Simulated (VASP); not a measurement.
# PbSe in VASP: a series of runs

The runs below take PbSe through single point, with r2SCAN.

Program: VASP 6.6.1. These are calculated values, not measurements. Logs are shortened: lines on timing, memory, paths and dates and some standing lists are left out, and cuts for length are marked.

## 1. The cell of the first run

Symmetry: Pm-3m, No. 221, cubic system. Conventional cell: a = 3.784 Å, b = 3.784 Å, c = 3.784 Å, α = 90.00°, β = 90.00°, γ = 90.00°. Pb (site symmetry m-3m) has 8 Se at 3.28 Å and 6 Pb at 3.78 Å within 4.3 Å. Within 4.3 Å of Se (site symmetry m-3m) lie 8 Pb at 3.28 Å and 6 Se at 3.78 Å.

## 2. Single point, r2SCAN

Contents of POSCAR:

```
PbSe
1.0
    3.7843220000      0.0000000000      0.0000000000
    0.0000000000      3.7843220000      0.0000000000
    0.0000000000      0.0000000000      3.7843220000
Pb Se
1 1
Direct
    0.0000000000      0.0000000000      0.0000000000
    0.5000000000      0.5000000000      0.5000000000
```

Contents of INCAR.step1:

```
ALGO     = Normal         # electronic algorithm
EDIFF    = 1E-4           # SCF threshold, eV
ENCUT    = 520            # plane-wave cutoff, eV
GGA      = PE             # functional
ISMEAR   = 0              # smearing method
LASPH    = T              # aspherical terms in the spheres
LCHARG   = F              # write CHGCAR
LREAL    = F              # projectors in reciprocal space
LWAVE    = T              # write WAVECAR
NBANDS   = 17             # bands
NELM     = 80             # most SCF steps
PREC     = Accurate       # precision mode
SIGMA    = 0.05           # smearing width, eV
```

Contents of INCAR.step2:

```
ALGO     = Normal         # electronic algorithm
EDIFF    = 1E-6           # SCF threshold, eV
ENCUT    = 520            # plane-wave cutoff, eV
ISIF     = 2              # what is computed and relaxed
ISMEAR   = 0              # smearing method
ISTART   = 1            
LASPH    = T              # aspherical terms in the spheres
LCHARG   = F              # write CHGCAR
LMIXTAU  = T            
LREAL    = F              # projectors in reciprocal space
LWAVE    = F              # write WAVECAR
METAGGA  = R2SCAN         # meta-GGA
NBANDS   = 17             # bands
NELM     = 80             # most SCF steps
PREC     = Accurate       # precision mode
SIGMA    = 0.05           # smearing width, eV
```

Contents of KPOINTS:

```
k-points
0
Gamma
  6 6 6
```

Potentials or basis: VASP PAW PBE potentials, release 64 (Pb_d, Se).

On the command line:

```sh
$ cat potpaw_PBE.64/Pb_d/POTCAR potpaw_PBE.64/Se/POTCAR > POTCAR
$ cp INCAR.step1 INCAR
$ mpirun -np 1 vasp_std > vasp.out
$ cp INCAR.step2 INCAR
$ mpirun -np 1 vasp_std > vasp.out
```

OUTCAR:

```text
EDIFF = 1E-6
   ENCUT = 520
   ISIF = 2
   ISMEAR = 0
   ISTART = 1
   LASPH = T
   LREAL = F
   METAGGA = R2SCAN
   NELM = 80
   PREC = Accurate

 ion  position               nearest neighbor table
   1  0.000  0.000  0.000-   2 3.28   2 3.28   2 3.28   2 3.28   2 3.28   2 3.28   2 3.28   2 3.28

   2  0.500  0.500  0.500-   1 3.28   1 3.28   1 3.28   1 3.28   1 3.28   1 3.28   1 3.28   1 3.28

  LATTYP: Found a simple cubic cell.
 ALAT       =     3.7843220000

  Lattice vectors:

 A1 = (   3.7843220000,   0.0000000000,   0.0000000000)
 A2 = (   0.0000000000,   3.7843220000,   0.0000000000)
 A3 = (   0.0000000000,   0.0000000000,   3.7843220000)

Analysis of symmetry for initial positions (statically):
=====================================================================
 Subroutine PRICEL returns:
 Original cell was already a primitive cell.

 Routine SETGRP: Setting up the symmetry group for a
 simple cubic supercell.

 Subroutine GETGRP returns: Found 48 space group operations
 (whereof 48 operations were pure point group operations)
 out of a pool of 48 trial point group operations.

The static configuration has the point symmetry O_h .

Analysis of symmetry for dynamics (positions and initial velocities):
=====================================================================
 Subroutine PRICEL returns:
 Original cell was already a primitive cell.

 Routine SETGRP: Setting up the symmetry group for a
 simple cubic supercell.

 Subroutine GETGRP returns: Found 48 space group operations
 (whereof 48 operations were pure point group operations)
 out of a pool of 48 trial point group operations.

The dynamic configuration has the point symmetry O_h .

 Subroutine INISYM returns: Found 48 space group operations
 (whereof 48 operations are pure point group operations),
 and found     1 'primitive' translations

----------------------------------------------------------------------------------------

                                     Primitive cell

  volume of cell :      54.1956

  direct lattice vectors                    reciprocal lattice vectors
     3.784322000  0.000000000  0.000000000     0.264248127  0.000000000  0.000000000
     0.000000000  3.784322000  0.000000000     0.000000000  0.264248127  0.000000000
     0.000000000  0.000000000  3.784322000     0.000000000  0.000000000  0.264248127

  length of vectors
     3.784322000  3.784322000  3.784322000     0.264248127  0.264248127  0.264248127

  position of ions in fractional coordinates (direct lattice)
     0.000000000  0.000000000  0.000000000
     0.500000000  0.500000000  0.500000000

  ion indices of the primitive-cell ions
   primitive index   ion index
                 1           1
                 2           2

----------------------------------------------------------------------------------------

 KPOINTS: k-points

Automatic generation of k-mesh.
 Grid dimensions read from file:
 generate k-points for:    6    6    6

 Generating k-lattice:

  Cartesian coordinates                     Fractional coordinates (reciprocal lattice)
     0.044041354  0.000000000  0.000000000     0.166666667  0.000000000  0.000000000
     0.000000000  0.044041354  0.000000000     0.000000000  0.166666667  0.000000000
     0.000000000  0.000000000  0.044041354     0.000000000  0.000000000  0.166666667

  Length of vectors
     0.044041354  0.044041354  0.044041354

  Shift w.r.t. Gamma in fractional coordinates (k-lattice)
     0.000000000  0.000000000  0.000000000

 Subroutine IBZKPT returns following result:
 ===========================================

 Found     20 irreducible k-points:

 Following reciprocal coordinates:
            Coordinates               Weight
  0.000000  0.000000  0.000000      1.000000
  0.166667  0.000000  0.000000      6.000000
  0.333333  0.000000  0.000000      6.000000
  0.500000  0.000000  0.000000      3.000000
  0.166667  0.166667  0.000000     12.000000
  0.333333  0.166667  0.000000     24.000000
[... 12 lines left out ...]
  0.500000  0.500000  0.333333      6.000000
  0.500000  0.500000  0.500000      1.000000
   k-points           NKPTS =     20   k-points in BZ     NKDIM =     20   number of bands    NBANDS=     17
   number of dos      NEDOS =    301   number of ions     NIONS =      2
   total plane-waves  NPLWV =  21952
   dimension x,y,z NGX =    28 NGY =   28 NGZ =   28
   dimension x,y,z NGXF=    56 NGYF=   56 NGZF=   56
   ions per type =               1   1
   NGX,Y,Z   is equivalent  to a cutoff of  12.30, 12.30, 12.30 a.u.
   NGXF,Y,Z  is equivalent  to a cutoff of  24.60, 24.60, 24.60 a.u.
 SYSTEM =  unknown system
   PREC   = accura    normal or accurate (medium, high low for compatibility)
   ISTART =      1    job   : 0-new  1-cont  2-samecut
   ICHARG =      0    charge: 1-file 2-atom 10-const
   ISPIN  =      1    spin polarized calculation?
   LNONCOLLINEAR =      F non collinear calculations
   LSORBIT =      F    spin-orbit coupling
[... 25 lines left out ...]
  Fermi-wavevector in a.u.,A,eV,Ry     =   1.174258  2.219025 18.760817  1.378881
  Thomas-Fermi vector in A             =   2.310658
   LORBIT       =      0    0 simple, 1 ext, 2 COOP (PROOUT), +10 PAW based schemes
   METAGGA = R2SCAN    functional components
   LHFCALC =     F    Hartree Fock is set to
   AEXX    =    0.0000 exact exchange contribution
   IVDW    =     0    specifies the selected vdW correction
   LEPSILON=     F    determine dielectric tensor
   LRPA    =     F    only Hartree local field effects (RPA)
 non-spin polarized calculation
 Gauss-broadening in eV      SIGMA  =   0.05
  energy-cutoff  :      520.00
  volume of cell :       54.20
 maximum number of plane-waves:      1492
   NGX = 15   NGY = 15   NGZ = 15

 number of electron      20.0000009 magnetization

 Free energy of the ion-electron system (eV)
  ---------------------------------------------------
  ext. energy  EPLUGINS =         0.00000000
  ---------------------------------------------------
  free energy    TOTEN  =       -71.40672247 eV

  energy without entropy =      -71.40572930  energy(sigma->0) =      -71.40622588

 E-fermi :   5.3011     XC(G=0): -10.4495

 val. band max:        5.2898011344   @ k =   0.1667   0.1667   0.1667
 cond. band min:       5.4632034501   @ k =   0.5000   0.3333   0.3333
 fundamental gap:      0.1734023157
 Fermi energy:         5.3010667834

 k-point     1 :       0.0000    0.0000    0.0000
  band No.  band energies     occupation
      1     -12.4784      2.00000
      2     -12.4784      2.00000
      3     -12.3259      2.00000
      4     -12.3259      2.00000
      5     -12.3259      2.00000
      6      -8.4790      2.00000
[... 9 lines left out ...]
     16      17.3548      0.00000
     17      18.5633      0.00000

 k-point     2 :       0.1667    0.0000    0.0000
  band No.  band energies     occupation
      1     -12.4768      2.00000
      2     -12.4498      2.00000
      3     -12.3366      2.00000
      4     -12.3366      2.00000
      5     -12.3249      2.00000
      6      -8.2706      2.00000
[... 9 lines left out ...]
     16      17.5546      0.00000
     17      18.0335      0.00000

 k-point     3 :       0.3333    0.0000    0.0000
  band No.  band energies     occupation
      1     -12.4736      2.00000
      2     -12.3930      2.00000
      3     -12.3578      2.00000
      4     -12.3578      2.00000
      5     -12.3229      2.00000
      6      -7.7453      2.00000
[... 9 lines left out ...]
     16      15.8173      0.00000
     17      18.5470      0.00000

 k-point     4 :       0.5000    0.0000    0.0000
  band No.  band energies     occupation
      1     -12.4720      2.00000
      2     -12.3683      2.00000
      3     -12.3683      2.00000
      4     -12.3646      2.00000
      5     -12.3219      2.00000
      6      -7.3818      2.00000
[... 9 lines left out ...]
     16      18.7712      0.00000
     17      19.3677      0.00000
[... 263 lines left out ...]
      1     -12.4170      2.00000
      2     -12.4040      2.00000
      3     -12.3892      2.00000
      4     -12.3373      2.00000
      5     -12.3073      2.00000
      6      -6.6274      2.00000
[... 9 lines left out ...]
     16      17.6683      0.00000
     17      21.1876      0.00000

 k-point    19 :       0.5000    0.5000    0.3333
  band No.  band energies     occupation
      1     -12.4264      2.00000
      2     -12.4020      2.00000
      3     -12.4020      2.00000
      4     -12.3218      2.00000
      5     -12.2907      2.00000
      6      -6.5279      2.00000
[... 9 lines left out ...]
     16      18.8239      0.00000
     17      21.4503      0.00000

 k-point    20 :       0.5000    0.5000    0.5000
  band No.  band energies     occupation
      1     -12.4161      2.00000
      2     -12.4161      2.00000
      3     -12.4161      2.00000
      4     -12.2902      2.00000
      5     -12.2902      2.00000
      6      -6.4611      2.00000
[... 9 lines left out ...]
     16      20.0307      0.00000
     17      23.1564      0.00000

------------------------ aborting loop because EDIFF is reached ----------------------------------------

  FORCE on cell =-STRESS in cart. coord.  units (eV):
  Direction    XX          YY          ZZ          XY          YZ          ZX
  --------------------------------------------------------------------------------------
  -------------------------------------------------------------------------------------
  Total       -0.2163719     -0.2163719     -0.2163719      0.0000000      0.0000000      0.0000000
  in kB       -6.3965706     -6.3965706     -6.3965706      0.0000000      0.0000000      0.0000000
  external PRESSURE =      -6.3965706 kB  Pullay stress =       0.0000000 kB

 VOLUME and BASIS-vectors are now :
 -----------------------------------------------------------------------------
  energy-cutoff  :      520.00
  volume of cell :       54.20
      direct lattice vectors                 reciprocal lattice vectors
     3.784322000  0.000000000  0.000000000     0.264248127  0.000000000  0.000000000
     0.000000000  3.784322000  0.000000000     0.000000000  0.264248127  0.000000000
     0.000000000  0.000000000  3.784322000     0.000000000  0.000000000  0.264248127

 POSITION                                       TOTAL-FORCE (eV/Angst)
 -----------------------------------------------------------------------------------
      0.00000      0.00000      0.00000         0.000000      0.000000      0.000000
      1.89216      1.89216      1.89216         0.000000      0.000000      0.000000
 -----------------------------------------------------------------------------------
    total drift:                                0.000000      0.000000      0.000000

  FREE ENERGIE OF THE ION-ELECTRON SYSTEM (eV)
  ---------------------------------------------------
  free  energy   TOTEN  =       -71.4067224659 eV

  energy  without entropy=      -71.4057292986  energy(sigma->0) =      -71.40622588
```

Wall time 71 s (1 thread of AMD EPYC 7R43 (Zen 3), shared host); peak memory 0.13 GiB.

What came out:

| Property | Result |
| --- | --- |
| Free energy | -71.4067 eV |
| Pressure | -0.6 GPa |
| Band gap on the k mesh | zero (bands 10 and 11 overlap by 0.51 eV) |

Caveat: semilocal functionals underestimate gaps, so a narrow gap can read as zero; the PAW data sets were made with another functional, which shifts forces and pressure a little; spin-orbit coupling is left out, which moves the levels of the heavy elements.

## 3. Single point, r2SCAN

This run uses another cell than the first one, of the same volume but with other edges.

Contents of POSCAR:

```
PbSe
1.0
    3.7086355600      0.0000000000      0.0000000000
    0.0000000000      3.7086355600      0.0000000000
    0.0000000000      0.0000000000      3.9403602666
Pb Se
1 1
Direct
    0.0000000000      0.0000000000      0.0000000000
    0.5000000000      0.5000000000      0.5000000000
```

Contents of INCAR.step1:

```
PREC     = Accurate       # precision mode
ENCUT    = 520            # plane-wave cutoff, eV
ISMEAR   = 0              # smearing method
SIGMA    = 0.05           # smearing width, eV
LREAL    = False          # projectors in reciprocal space
LASPH    = True           # aspherical terms in the spheres
NELM     = 60             # most SCF steps
NBANDS   = 17             # bands
GGA      = PE             # functional
ALGO     = Normal         # electronic algorithm
EDIFF    = 1E-4           # SCF threshold, eV
LWAVE    = True           # write WAVECAR
LCHARG   = False          # write CHGCAR
```

Contents of INCAR.step2:

```
PREC     = Accurate       # precision mode
ENCUT    = 520            # plane-wave cutoff, eV
EDIFF    = 1E-7           # SCF threshold, eV
ISMEAR   = 0              # smearing method
SIGMA    = 0.05           # smearing width, eV
LREAL    = False          # projectors in reciprocal space
LASPH    = True           # aspherical terms in the spheres
NELM     = 60             # most SCF steps
ALGO     = Normal         # electronic algorithm
ISIF     = 2              # what is computed and relaxed
LWAVE    = False          # write WAVECAR
LCHARG   = False          # write CHGCAR
METAGGA  = R2SCAN         # meta-GGA
LMIXTAU  = True         
NBANDS   = 17             # bands
ISTART   = 1
```

Contents of KPOINTS:

```
regular mesh
0
Gamma
  6 6 6
```

Potentials or basis: VASP PAW PBE potentials, release 64 (Pb_d, Se).

On the command line:

```sh
$ cat potpaw_PBE.64/Pb_d/POTCAR potpaw_PBE.64/Se/POTCAR > POTCAR
$ cp INCAR.step1 INCAR
$ mpirun -np 1 vasp_std > vasp.out
$ cp INCAR.step2 INCAR
$ mpirun -np 1 vasp_std > vasp.out
```

Run time: 2.5 min. Hardware: 1 thread of AMD EPYC 7R43 (Zen 3), shared host; peak memory 0.16 GiB.

Results (log left out):

```
Free energy            : -71.3690 eV
Pressure               : -0.6 GPa
Band gap on the k mesh : zero (bands 10 and 11 overlap by 0.71 eV)
```

Stress tensor (GPa, compression positive):
```
 1.12  0.00  0.00
 0.00  1.12  0.00
 0.00  0.00 -4.05
```

Levels at points of the mesh, in eV from the Fermi level:
```csv
k point,band 8,band 9,band 10,band 11,band 12,band 13
"(0.00, 0.00, 0.00)",-2.21,-1.39,-1.39,5.33,5.84,6.07
"(0.50, 0.00, 0.00)",-0.77,-0.56,-0.16,0.06,2.94,4.00
"(0.50, 0.50, 0.00)",-4.44,-4.44,-0.45,3.80,3.80,4.70
"(0.00, 0.00, 0.50)",-0.29,-0.29,-0.18,0.72,3.65,3.65
"(0.50, 0.00, 0.50)",-4.61,-4.56,0.02,4.28,4.80,5.36
"(0.50, 0.50, 0.50)",-2.58,-2.58,-2.39,-0.69,-0.69,-0.19
```

Caveat: semilocal functionals underestimate gaps, so a narrow gap can read as zero; the PAW data sets were made with another functional, which shifts forces and pressure a little; spin-orbit coupling is left out, which moves the levels of the heavy elements.

## 4. Single point, r2SCAN

This run uses another cell than the first one, of the same volume but with other edges.

Contents of POSCAR:

```
PbSe
1.0
    3.7464787800      0.0000000000      0.0000000000
    0.0000000000      3.7464787800      0.0000000000
    0.0000000000      0.0000000000      3.8611590654
Pb Se
1 1
Direct
    0.0000000000      0.0000000000      0.0000000000
    0.5000000000      0.5000000000      0.5000000000
```

Contents of INCAR.step1:

```
SYSTEM = PbSe
PREC     = Accurate       ! precision mode
ENCUT    = 520            ! plane-wave cutoff, eV
ISMEAR   = 0              ! smearing method
SIGMA    = 0.05           ! smearing width, eV
LREAL    = .False.        ! projectors in reciprocal space
LASPH    = .True.         ! aspherical terms in the spheres
NELM     = 80             ! most SCF steps
NBANDS   = 17             ! bands
GGA      = PE             ! functional
ALGO     = Normal         ! electronic algorithm
EDIFF    = 1E-4           ! SCF threshold, eV
LWAVE    = .True.         ! write WAVECAR
LCHARG   = .False.        ! write CHGCAR
```

Contents of INCAR.step2:

```
SYSTEM = PbSe
PREC     = Accurate       ! precision mode
ENCUT    = 520            ! plane-wave cutoff, eV
EDIFF    = 1E-6           ! SCF threshold, eV
ISMEAR   = 0              ! smearing method
SIGMA    = 0.05           ! smearing width, eV
LREAL    = .False.        ! projectors in reciprocal space
LASPH    = .True.         ! aspherical terms in the spheres
NELM     = 80             ! most SCF steps
ALGO     = Normal         ! electronic algorithm
ISIF     = 2              ! what is computed and relaxed
LWAVE    = .False.        ! write WAVECAR
LCHARG   = .True.         ! write CHGCAR
METAGGA  = R2SCAN         ! meta-GGA
LMIXTAU  = .True.       
LELF     = .True.         ! ELF
LVHAR    = .True.       
NBANDS   = 17             ! bands
ISTART   = 1
```

Contents of KPOINTS:

```
Automatic mesh
0
Gamma
  6 6 6
  0 0 0
```

On the command line:

```sh
$ cat potpaw_PBE.64/Pb_d/POTCAR potpaw_PBE.64/Se/POTCAR > POTCAR
$ cp INCAR.step1 INCAR
$ mpirun -np 1 vasp_std > vasp.out
$ cp INCAR.step2 INCAR
$ mpirun -np 1 vasp_std > vasp.out
```

Wall time 3.3 min (1 thread of AMD EPYC 7R43 (Zen 3), shared host); peak memory 0.16 GiB.

It converged, with:

```yaml
Free_energy: -71.3971 eV
Pressure: -0.7 GPa
Band_gap_on_the_k_mesh: zero (bands 10 and 11 overlap by 0.59 eV)
```

Stress tensor (GPa, compression positive):
```
 0.26  0.00  0.00
 0.00  0.26  0.00
 0.00  0.00 -2.56
```

Levels at points of the mesh, in eV from the Fermi level:
```csv
k point,band 7,band 8,band 9,band 10,band 11,band 12,band 13,band 14
"(0.00, 0.00, 0.00)",-7.32,-1.94,-1.52,-1.52,5.43,5.70,6.17,6.34
"(0.50, 0.00, 0.00)",-9.28,-0.59,-0.46,-0.28,0.21,3.22,3.76,6.98
"(0.50, 0.50, 0.00)",-7.69,-4.48,-4.48,-0.30,4.08,4.08,4.90,7.12
"(0.00, 0.00, 0.50)",-9.46,-0.35,-0.35,-0.28,0.53,3.58,3.58,7.04
"(0.50, 0.00, 0.50)",-7.88,-4.57,-4.54,-0.06,4.32,4.58,5.24,7.47
"(0.50, 0.50, 0.50)",-6.77,-2.54,-2.54,-2.45,-0.60,-0.60,-0.35,14.21
```

Caveat: semilocal functionals underestimate gaps, so a narrow gap can read as zero; the PAW data sets were made with another functional, which shifts forces and pressure a little; spin-orbit coupling is left out, which moves the levels of the heavy elements.

## 5. Summary

| cell | gap on the mesh (eV) | pressure (GPa) |
| --- | --- | --- |
| a = 3.784 Å, 2 atoms | none | -0.6 |
| a = 3.709, b = 3.709, c = 3.940 Å, 2 atoms | none | -0.6 |
| a = 3.746, b = 3.746, c = 3.861 Å, 2 atoms | none | -0.7 |

Alike in all rows: task single point; level r2SCAN; potentials or basis VASP PAW PBE potentials, release 64 (Pb_d, Se); no spin polarisation; k mesh 6 × 6 × 6; cutoff (eV) 520; smearing gaussian 0.05 eV.

Caveats: semilocal functionals underestimate gaps, so a narrow gap can read as zero; the PAW data sets were made with another functional, which shifts forces and pressure a little; spin-orbit coupling is left out, which moves the levels of the heavy elements.

Absolute energies hang on the potentials; compare differences alone.
